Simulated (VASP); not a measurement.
# Sc (Fm-3m) in VASP: a series of runs, part 2 of 2

VASP 6.6.1. The steps go on from the part before.

### 3 Single point, PBEsol (volume scaled by 0.7)

INCAR reads:

```
SYSTEM = Sc
PREC = Accurate
ENCUT = 520
EDIFF = 1E-6
ISMEAR = -1
SIGMA = 0.08
LREAL = .FALSE.
LASPH = .TRUE.
NELM = 80
ALGO = Normal
ISIF = 2
LWAVE = .FALSE.
LCHARG = .TRUE.
GGA = PS
LELF = .TRUE.
LVHAR = .TRUE.
NBANDS = 12
```

KPOINTS reads:

```
regular mesh
0
G
  14 14 14
  0 0 0
```

POSCAR reads:

```
Sc
1.0
    0.0000000000      2.0225809072      2.0225809072
    2.0225809072      0.0000000000      2.0225809072
    2.0225809072      2.0225809072      0.0000000000
Sc
1
Direct
    0.0000000000      0.0000000000      0.0000000000
```

Potentials or basis: VASP PAW PBE potentials, release 64 (Sc_sv).

Command:

```
$ cat potpaw_PBE.64/Sc_sv/POTCAR > POTCAR
$ mpirun -np 1 vasp_std > vasp.out
```

OUTCAR:

```text
SYSTEM = Sc
   PREC = Accurate
   ENCUT = 520
   EDIFF = 1E-6
   ISMEAR = -1
   LREAL = .FALSE.
   LASPH = .TRUE.
   NELM = 80
   ISIF = 2
   GGA = PS

 ion  position               nearest neighbor table
   1  0.000  0.000  0.000-

  LATTYP: Found a face centered cubic cell.
 ALAT       =     4.0451618144

  Lattice vectors:

 A1 = (   0.0000000000,   2.0225809072,   2.0225809072)
 A2 = (   2.0225809072,   0.0000000000,   2.0225809072)
 A3 = (   2.0225809072,   2.0225809072,   0.0000000000)

Analysis of symmetry for initial positions (statically):
=====================================================================
 Subroutine PRICEL returns:
 Original cell was already a primitive cell.

 Routine SETGRP: Setting up the symmetry group for a
 face centered cubic supercell.

 Subroutine GETGRP returns: Found 48 space group operations
 (whereof 48 operations were pure point group operations)
 out of a pool of 48 trial point group operations.

The static configuration has the point symmetry O_h .

Analysis of symmetry for dynamics (positions and initial velocities):
=====================================================================
 Subroutine PRICEL returns:
 Original cell was already a primitive cell.

 Routine SETGRP: Setting up the symmetry group for a
 face centered cubic supercell.

 Subroutine GETGRP returns: Found 48 space group operations
 (whereof 48 operations were pure point group operations)
 out of a pool of 48 trial point group operations.

The dynamic configuration has the point symmetry O_h .

 Subroutine INISYM returns: Found 48 space group operations
 (whereof 48 operations are pure point group operations),
 and found     1 'primitive' translations

----------------------------------------------------------------------------------------

                                     Primitive cell

  volume of cell :      16.5481

[... 111 lines left out ...]
   GGA     = PS    functional components
   LHFCALC =     F    Hartree Fock is set to
   AEXX    =    0.0000 exact exchange contribution
   IVDW    =     0    specifies the selected vdW correction
   LEPSILON=     F    determine dielectric tensor
   LRPA    =     F    only Hartree local field effects (RPA)
 non-spin polarized calculation
  energy-cutoff  :      520.00
  volume of cell :       16.55
 maximum number of plane-waves:       459
 NGX is ok and might be reduce to    24
   NGX = 11   NGY = 11   NGZ = 11

 number of electron      11.0000001 magnetization

 Free energy of the ion-electron system (eV)
  ---------------------------------------------------
  ext. energy  EPLUGINS =         0.00000000
  ---------------------------------------------------
  free energy    TOTEN  =        -5.99751491 eV

  energy without entropy =       -5.97348734  energy(sigma->0) =       -5.98550112

 E-fermi :   6.2841     XC(G=0): -11.7534

 val. band max:        6.2780369670   @ k =   0.4286   0.2857   0.1429
 cond. band min:       6.2886864004   @ k =  -0.2857   0.2857   0.0000
 fundamental gap:      0.0106494333
 Fermi energy:         6.2840878568

 k-point     1 :       0.0000    0.0000    0.0000
  band No.  band energies     occupation
      1     -42.0616      2.00000
      2     -20.0525      2.00000
      3     -20.0525      2.00000
      4     -20.0525      2.00000
      5       0.6886      2.00000
      6       8.3462      0.00000
      7       8.3462      0.00000
      8       8.3462      0.00000
      9      10.6456      0.00000
     10      10.6456      0.00000
     11      21.2055      0.00000
     12      26.3306      0.00000
[... 331 lines left out ...]
 k-point    24 :       0.2857    0.1429    0.0000
  band No.  band energies     occupation
      1     -41.8827      2.00000
      2     -20.7778      2.00000
      3     -20.2344      2.00000
      4     -20.2220      2.00000
      5       3.0187      2.00000
      6       6.7460      0.00620
      7       8.4291      0.00000
      8       9.1915      0.00000
      9      10.2039      0.00000
     10      11.3300      0.00000
     11      21.3994      0.00000
     12      23.3061      0.00000

 [... further k-points ...]

------------------------ aborting loop because EDIFF is reached ----------------------------------------

  FORCE on cell =-STRESS in cart. coord.  units (eV):
  Direction    XX          YY          ZZ          XY          YZ          ZX
  --------------------------------------------------------------------------------------
  -------------------------------------------------------------------------------------
  Total        3.4329220      3.4329220      3.4329220     -0.0000000      0.0000000     -0.0000000
  in kB      332.3738251    332.3738251    332.3738251     -0.0000000      0.0000000     -0.0000000
  external PRESSURE =     332.3738251 kB  Pullay stress =       0.0000000 kB

 VOLUME and BASIS-vectors are now :
 -----------------------------------------------------------------------------
  energy-cutoff  :      520.00
  volume of cell :       16.55
      direct lattice vectors                 reciprocal lattice vectors
     0.000000000  2.022580907  2.022580907    -0.247208899  0.247208899  0.247208899
     2.022580907  0.000000000  2.022580907     0.247208899 -0.247208899  0.247208899
     2.022580907  2.022580907  0.000000000     0.247208899  0.247208899 -0.247208899

 POSITION                                       TOTAL-FORCE (eV/Angst)
 -----------------------------------------------------------------------------------
      0.00000      0.00000      0.00000        -0.000000     -0.000000     -0.000000
 -----------------------------------------------------------------------------------
    total drift:                                0.000000      0.000000     -0.000000

  FREE ENERGIE OF THE ION-ELECTRON SYSTEM (eV)
  ---------------------------------------------------
  free  energy   TOTEN  =        -5.9975149140 eV

  energy  without entropy=       -5.9734873356  energy(sigma->0) =       -5.98550112
```

stdout:

```text
POSCAR found type information on POSCAR Sc
 POSCAR found :  1 types and       1 ions
 scaLAPACK will be used
 -----------------------------------------------------------------------------
|                                                                             |
|                                                                             |
|     You enforced a specific xc type in the INCAR file but a different       |
|     I HOPE YOU KNOW WHAT YOU ARE DOING!                                     |
|                                                                             |
 -----------------------------------------------------------------------------

 LDA part: xc-table for (Slater+PW92), standard interpolation
 POSCAR, INCAR and KPOINTS ok, starting setup
 FFT: planning ... GRIDC
 FFT: planning ... GRID_SOFT
 FFT: planning ... GRID
 WAVECAR not read
 entering main loop
```

It took 16 s on 1 thread of Intel Xeon 8259CL, shared host; peak memory 0.15 GiB.

Results:

```yaml
Free_energy: -5.9975 eV
Pressure: 33.2 GPa
```

Caveat: the PAW data sets were made with another functional, which shifts forces and pressure a little.

### 4 Single point, PBEsol (volume scaled by 0.8)

INCAR reads:

```
SYSTEM = Sc
  PREC = Accurate
  ENCUT = 520
  EDIFF = 1E-6
  ISMEAR = -1
  SIGMA = 0.08
  LREAL = .FALSE.
  LASPH = .TRUE.
  NELM = 100
  ALGO = Normal
  ISIF = 2
  LWAVE = .FALSE.
  LCHARG = .TRUE.
  GGA = PS
  LELF = .TRUE.
  LVHAR = .TRUE.
  NBANDS = 12
```

KPOINTS is that of step 3.

POSCAR reads:

```
Sc
1.0
    0.0000000000      2.1146405322      2.1146405322
    2.1146405322      0.0000000000      2.1146405322
    2.1146405322      2.1146405322      0.0000000000
Sc
1
Direct
    0.0000000000      0.0000000000      0.0000000000
```

Command:

```
$ cat potpaw_PBE.64/Sc_sv/POTCAR > POTCAR
$ mpirun -np 1 vasp_std > vasp.out
```

Run time: 20 s. Hardware: 1 thread of Intel Xeon 8259CL, shared host; peak memory 0.15 GiB.

The run converged. Its results:

```yaml
Free_energy: -6.3607 eV
Pressure: 17.0 GPa
```

Levels at points of the mesh, in eV from the Fermi level:
| k point | band 1 | band 2 | band 3 | band 4 | band 5 | band 6 | band 7 | band 8 | band 9 | band 10 |
| --- | --- | --- | --- | --- | --- | --- | --- | --- | --- | --- |
| (0.00, 0.00, 0.00) | -48.58 | -26.83 | -26.83 | -26.83 | -5.58 | 1.91 | 1.91 | 1.91 | 3.86 | 3.86 |
| (0.50, 0.00, 0.00) | -48.40 | -27.78 | -26.94 | -26.94 | -2.10 | 0.98 | 1.73 | 1.73 | 5.15 | 5.15 |
| (0.50, 0.50, 0.00) | -48.34 | -27.71 | -27.15 | -27.15 | -2.18 | -1.11 | 3.15 | 5.15 | 5.50 | 5.50 |

Caveat: the PAW data sets were made with another functional, which shifts forces and pressure a little.

### 5 Single point, PBEsol (volume scaled by 0.9)

INCAR reads:

```
SYSTEM = Sc
ALGO = Normal ; EDIFF = 1E-7
ENCUT = 520 ; GGA = PS
ISIF = 2 ; ISMEAR = -1
LASPH = .True. ; LCHARG = .False.
LREAL = .False. ; LWAVE = .False.
NBANDS = 12 ; NELM = 100
PREC = Accurate ; SIGMA = 0.08
```

KPOINTS reads:

```
k-points
0
Gamma
  14 14 14
  0 0 0
```

POSCAR reads:

```
Sc
1.0
    0.0000000000      2.1993147812      2.1993147812
    2.1993147812      0.0000000000      2.1993147812
    2.1993147812      2.1993147812      0.0000000000
Sc
1
Direct
    0.0000000000      0.0000000000      0.0000000000
```

Command:

```
$ cat potpaw_PBE.64/Sc_sv/POTCAR > POTCAR
$ mpirun -np 1 vasp_std > vasp.out
```

Wall time 24 s (1 thread of Intel Xeon 8259CL, shared host); peak memory 0.15 GiB.

Results (log left out):

| Property | Result |
| --- | --- |
| Free energy | -6.5315 eV |
| Pressure | 6.7 GPa |

Levels at points of the mesh, in eV from the Fermi level:
```
           k point  band 3  band 4  band 5  band 6  band 7  band 8
(0.00, 0.00, 0.00)  -27.24  -27.24   -5.45    1.77    1.77    1.77
(0.50, 0.00, 0.00)  -27.32  -27.32   -1.96    0.57    1.62    1.62
(0.50, 0.50, 0.00)  -27.47  -27.47   -1.87   -0.87    2.51    4.55
```

Caveat: the PAW data sets were made with another functional, which shifts forces and pressure a little.

### 6 Single point, PBEsol (volume scaled by 0.9)

INCAR reads:

```
PREC = Accurate ; ENCUT = 520
EDIFF = 1E-6 ; ISMEAR = -1
SIGMA = 0.08 ; LREAL = F
LASPH = T ; NELM = 60
ALGO = Normal ; ISIF = 2
LWAVE = F ; LCHARG = F
GGA = PS ; NBANDS = 12
```

KPOINTS reads:

```
Automatic mesh
0
Gamma
  14 14 14
```

POSCAR is that of step 5.

Potentials or basis: VASP PAW PBE potentials, release 64 (Sc_sv).

Command:

```
$ cat potpaw_PBE.64/Sc_sv/POTCAR > POTCAR
$ mpirun -np 1 vasp_std > vasp.out
```

Run time: 21 s. Hardware: 1 thread of Intel Xeon 8259CL, shared host; peak memory 0.15 GiB.

Results (log left out):

| Quantity | Value |
| --- | --- |
| Free energy | -6.5315 eV |
| Pressure | 6.7 GPa |

Levels at points of the mesh, in eV from the Fermi level:
```tsv
k point	band 3	band 4	band 5	band 6	band 7	band 8
(0.00, 0.00, 0.00)	-27.24	-27.24	-5.45	1.77	1.77	1.77
(0.50, 0.00, 0.00)	-27.32	-27.32	-1.96	0.57	1.62	1.62
(0.50, 0.50, 0.00)	-27.47	-27.47	-1.87	-0.87	2.51	4.55
```

Caveat: the PAW data sets were made with another functional, which shifts forces and pressure a little.

### 7 Summary

```csv
cell,gap on the mesh (eV),pressure (GPa)
"a = 2.860 Å, angles 60.0°, 1 atom",none,33.2
"a = 2.991 Å, angles 60.0°, 1 atom",none,17.0
"a = 3.110 Å, angles 60.0°, 1 atom",none,6.7
```

Alike in all rows: task single point; level PBEsol; potentials or basis VASP PAW PBE potentials, release 64 (Sc_sv); no spin polarisation; k mesh 14 × 14 × 14; cutoff (eV) 520; smearing fermi-dirac 0.08 eV.

Caveats: the PAW data sets were made with another functional, which shifts forces and pressure a little.

Absolute energies hang on the potentials; compare differences alone.
